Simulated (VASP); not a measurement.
# AgCl (Pm-3m) in VASP: settings compared

AgCl is run at these levels: PBE, B3LYP, HSE06; tasks: single point.

Everything below comes from runs of VASP 6.6.1. Logs are shortened: lines on timing, memory, paths and dates and some standing lists are left out, and cuts for length are marked.

### Step 1. The cell of the first run

The structure is cubic, space group Pm-3m (No. 221). Conventional cell: a = 3.434 Å, b = 3.434 Å, c = 3.434 Å, α = 90.00°, β = 90.00°, γ = 90.00°. Within 3.9 Å of Ag (site symmetry m-3m) lie 8 Cl at 2.97 Å and 6 Ag at 3.43 Å. Cl (site symmetry m-3m) has 8 Ag at 2.97 Å and 6 Cl at 3.43 Å within 3.9 Å.

### Step 2. Single point, PBE

INCAR

```
SYSTEM = AgCl
PREC = Accurate
ENCUT = 500
EDIFF = 1E-6
ISMEAR = -1
SIGMA = 0.3
LREAL = .FALSE.
LASPH = .TRUE.
NELM = 120
ALGO = Normal
ISIF = 2
LWAVE = .FALSE.
LCHARG = .FALSE.
GGA = PE
NBANDS = 16
GGA_COMPAT = .FALSE.
```

KPOINTS

```
Automatic mesh
0
G
  2 2 2
  0 0 0
```

POSCAR

```
AgCl
1.0
    3.4339730000      0.0000000000      0.0000000000
    0.0000000000      3.4339730000      0.0000000000
    0.0000000000      0.0000000000      3.4339730000
Ag Cl
1 1
Direct
    0.0000000000      0.0000000000      0.0000000000
    0.5000000000      0.5000000000      0.5000000000
```

Potentials or basis: VASP PAW PBE potentials, release 64 (Ag, Cl).

Started as:

```sh
$ cat potpaw_PBE.64/Ag/POTCAR potpaw_PBE.64/Cl/POTCAR > POTCAR
$ mpirun -np 1 vasp_std > vasp.out
```

OUTCAR:

```text
SYSTEM = AgCl
   PREC = Accurate
   ENCUT = 500
   EDIFF = 1E-6
   ISMEAR = -1
   LREAL = .FALSE.
   LASPH = .TRUE.
   NELM = 120
   ISIF = 2
   GGA = PE

 ion  position               nearest neighbor table
   1  0.000  0.000  0.000-   2 2.97   2 2.97   2 2.97   2 2.97   2 2.97   2 2.97   2 2.97   2 2.97

   2  0.500  0.500  0.500-   1 2.97   1 2.97   1 2.97   1 2.97   1 2.97   1 2.97   1 2.97   1 2.97

  LATTYP: Found a simple cubic cell.
 ALAT       =     3.4339730000

  Lattice vectors:

 A1 = (   3.4339730000,   0.0000000000,   0.0000000000)
 A2 = (   0.0000000000,   3.4339730000,   0.0000000000)
 A3 = (   0.0000000000,   0.0000000000,   3.4339730000)

Analysis of symmetry for initial positions (statically):
=====================================================================
 Subroutine PRICEL returns:
 Original cell was already a primitive cell.

 Routine SETGRP: Setting up the symmetry group for a
 simple cubic supercell.

 Subroutine GETGRP returns: Found 48 space group operations
 (whereof 48 operations were pure point group operations)
 out of a pool of 48 trial point group operations.

The static configuration has the point symmetry O_h .

Analysis of symmetry for dynamics (positions and initial velocities):
=====================================================================
 Subroutine PRICEL returns:
 Original cell was already a primitive cell.

 Routine SETGRP: Setting up the symmetry group for a
 simple cubic supercell.

 Subroutine GETGRP returns: Found 48 space group operations
 (whereof 48 operations were pure point group operations)
 out of a pool of 48 trial point group operations.

The dynamic configuration has the point symmetry O_h .

 Subroutine INISYM returns: Found 48 space group operations
 (whereof 48 operations are pure point group operations),
 and found     1 'primitive' translations

----------------------------------------------------------------------------------------

                                     Primitive cell

  volume of cell :      40.4940

  direct lattice vectors                    reciprocal lattice vectors
     3.433973000  0.000000000  0.000000000     0.291207881  0.000000000  0.000000000
     0.000000000  3.433973000  0.000000000     0.000000000  0.291207881  0.000000000
     0.000000000  0.000000000  3.433973000     0.000000000  0.000000000  0.291207881

  length of vectors
     3.433973000  3.433973000  3.433973000     0.291207881  0.291207881  0.291207881

  position of ions in fractional coordinates (direct lattice)
     0.000000000  0.000000000  0.000000000
     0.500000000  0.500000000  0.500000000

  ion indices of the primitive-cell ions
   primitive index   ion index
                 1           1
                 2           2

----------------------------------------------------------------------------------------

 KPOINTS: Automatic mesh

Automatic generation of k-mesh.
 Grid dimensions read from file:
 generate k-points for:    2    2    2

 Generating k-lattice:

  Cartesian coordinates                     Fractional coordinates (reciprocal lattice)
     0.145603940  0.000000000  0.000000000     0.500000000  0.000000000  0.000000000
     0.000000000  0.145603940  0.000000000     0.000000000  0.500000000  0.000000000
     0.000000000  0.000000000  0.145603940     0.000000000  0.000000000  0.500000000

  Length of vectors
     0.145603940  0.145603940  0.145603940

  Shift w.r.t. Gamma in fractional coordinates (k-lattice)
     0.000000000  0.000000000  0.000000000

 Subroutine IBZKPT returns following result:
 ===========================================

 Found      4 irreducible k-points:

 Following reciprocal coordinates:
            Coordinates               Weight
  0.000000  0.000000  0.000000      1.000000
  0.500000  0.000000  0.000000      3.000000
  0.500000  0.500000  0.000000      3.000000
  0.500000  0.500000  0.500000      1.000000
   k-points           NKPTS =      4   k-points in BZ     NKDIM =      4   number of bands    NBANDS=     16
   number of dos      NEDOS =    301   number of ions     NIONS =      2
   total plane-waves  NPLWV =  21952
   dimension x,y,z NGX =    28 NGY =   28 NGZ =   28
   dimension x,y,z NGXF=    56 NGYF=   56 NGZF=   56
   ions per type =               1   1
   NGX,Y,Z   is equivalent  to a cutoff of  13.56, 13.56, 13.56 a.u.
   NGXF,Y,Z  is equivalent  to a cutoff of  27.11, 27.11, 27.11 a.u.
 SYSTEM =  AgCl
   PREC   = accura    normal or accurate (medium, high low for compatibility)
   ISTART =      0    job   : 0-new  1-cont  2-samecut
   ICHARG =      2    charge: 1-file 2-atom 10-const
   ISPIN  =      1    spin polarized calculation?
   LNONCOLLINEAR =      F non collinear calculations
   LSORBIT =      F    spin-orbit coupling
   LASPH  =      T    aspherical Exc in radial PAW
   ENCUT  =  500.0 eV  36.75 Ry    6.06 a.u.   6.26  6.26  6.26*2*pi/ulx,y,z
   NELM   =    120;   NELMIN=  2; NELMDL= -5     # of ELM steps
   EDIFF  = 0.1E-05   stopping-criterion for ELM
   LREAL  =      F    real-space projection
   EDIFFG = 0.1E-04   stopping-criterion for IOM
   NSW    =      0    number of steps for IOM
   IBRION =     -1    ionic relax: 0-MD 1-quasi-New 2-CG
   NFREE  =      0    steps in history (QN), initial steepest desc. (CG)
   ISIF   =      2    stress and relaxation
   ISYM   =      2    0-nonsym 1-usesym 2-fastsym
   POTIM  = 0.5000    time-step for ionic-motion
   TEBEG  =    0.0;   TEEND  =   0.0 temperature during run
   PSTRESS=    0.0 pullay stress
   NELECT =      18.0000    total number of electrons
   NUPDOWN=      -1.0000    fix difference up-down
   EMIN   =  10.00;   EMAX   =-10.00  energy-range for DOS
   EFERMI =   0.00;   METHOD = LEGACY
   ISMEAR =    -1;   SIGMA  =   0.30  broadening in eV -4-tet -1-fermi 0-gaus
   EFERMI_NEDOS =   21; number of points for ismear=-14 and -15
   IALGO  =     38    algorithm
   IMIX   =      4    mixing-type and parameters
     AMIX     =   0.40;   BMIX     =  1.00
     AMIX_MAG =   1.60;   BMIX_MAG =  1.00
  volume/ion in A,a.u.               =      20.25       136.63
  Fermi-wavevector in a.u.,A,eV,Ry     =   1.249402  2.361027 21.238760  1.561005
  Thomas-Fermi vector in A             =   2.383444
   LORBIT       =      0    0 simple, 1 ext, 2 COOP (PROOUT), +10 PAW based schemes
   GGA     = PE    functional components
   LHFCALC =     F    Hartree Fock is set to
   AEXX    =    0.0000 exact exchange contribution
   IVDW    =     0    specifies the selected vdW correction
   LEPSILON=     F    determine dielectric tensor
   LRPA    =     F    only Hartree local field effects (RPA)
 non-spin polarized calculation
  energy-cutoff  :      500.00
  volume of cell :       40.49
 maximum number of plane-waves:      1064
 NGX is ok and might be reduce to    28
   NGX = 13   NGY = 13   NGZ = 13

 number of electron      18.0000002 magnetization

 Free energy of the ion-electron system (eV)
  ---------------------------------------------------
  ext. energy  EPLUGINS =         0.00000000
  ---------------------------------------------------
  free energy    TOTEN  =        -4.31614595 eV

  energy without entropy =       -4.07761636  energy(sigma->0) =       -4.19688115

 E-fermi :   4.7187     XC(G=0): -10.3489

 val. band max:        4.4763926159   @ k =   0.0000   0.0000   0.0000
 cond. band min:       6.6384362186   @ k =   0.5000   0.5000   0.0000
 fundamental gap:      2.1620436028
 Fermi energy:         4.7187084550

 k-point     1 :       0.0000    0.0000    0.0000
  band No.  band energies     occupation
      1     -10.3955      2.00000
      2       1.0204      1.99999
      3       1.0204      1.99999
      4       1.9425      1.99981
      5       1.9425      1.99981
      6       1.9425      1.99981
[... 8 lines left out ...]
     15      17.5611      0.00000
     16      20.4354      0.00000

 k-point     2 :       0.5000    0.0000    0.0000
  band No.  band energies     occupation
      1      -9.9130      2.00000
      2      -1.0062      2.00000
      3       1.0078      1.99999
      4       1.0078      1.99999
      5       1.1582      1.99999
      6       1.9908      1.99978
[... 8 lines left out ...]
     15      19.6227      0.00000
     16      20.0334      0.00000

 k-point     3 :       0.5000    0.5000    0.0000
  band No.  band energies     occupation
      1      -9.6074      2.00000
      2       0.5222      2.00000
      3       0.5222      2.00000
      4       1.2577      1.99998
      5       1.6526      1.99993
      6       1.6648      1.99992
[... 8 lines left out ...]
     15      17.7178      0.00000
     16      19.0803      0.00000

 k-point     4 :       0.5000    0.5000    0.5000
  band No.  band energies     occupation
      1      -9.2285      2.00000
      2      -0.3543      2.00000
      3      -0.3543      2.00000
      4      -0.3543      2.00000
      5       2.2490      1.99947
      6       2.2490      1.99947
[... 8 lines left out ...]
     15      21.4640      0.00000
     16      21.4640      0.00000

------------------------ aborting loop because EDIFF is reached ----------------------------------------

  FORCE on cell =-STRESS in cart. coord.  units (eV):
  Direction    XX          YY          ZZ          XY          YZ          ZX
  --------------------------------------------------------------------------------------
  -------------------------------------------------------------------------------------
  Total        1.8157694      1.8157694      1.8157694      0.0000000      0.0000000      0.0000000
  in kB       71.8423699     71.8423699     71.8423699      0.0000000      0.0000000      0.0000000
  external PRESSURE =      71.8423699 kB  Pullay stress =       0.0000000 kB

 VOLUME and BASIS-vectors are now :
 -----------------------------------------------------------------------------
  energy-cutoff  :      500.00
  volume of cell :       40.49
      direct lattice vectors                 reciprocal lattice vectors
     3.433973000  0.000000000  0.000000000     0.291207881  0.000000000  0.000000000
     0.000000000  3.433973000  0.000000000     0.000000000  0.291207881  0.000000000
     0.000000000  0.000000000  3.433973000     0.000000000  0.000000000  0.291207881

 POSITION                                       TOTAL-FORCE (eV/Angst)
 -----------------------------------------------------------------------------------
      0.00000      0.00000      0.00000         0.000000      0.000000      0.000000
      1.71699      1.71699      1.71699         0.000000      0.000000      0.000000
 -----------------------------------------------------------------------------------
    total drift:                                0.000000      0.000000      0.000000

  FREE ENERGIE OF THE ION-ELECTRON SYSTEM (eV)
  ---------------------------------------------------
  free  energy   TOTEN  =        -4.3161459501 eV

  energy  without entropy=       -4.0776163563  energy(sigma->0) =       -4.19688115
```

It took 5.1 s on 1 thread of AMD EPYC 7R43 (Zen 3), shared host; peak memory 0.12 GiB.

Results:

* Free energy: -4.3161 eV
* Pressure: 7.2 GPa

Caveat: the k points lie up to 0.91 Å⁻¹ apart; so wide a smearing shifts energies and pressures.

[end of part 1 of 2]
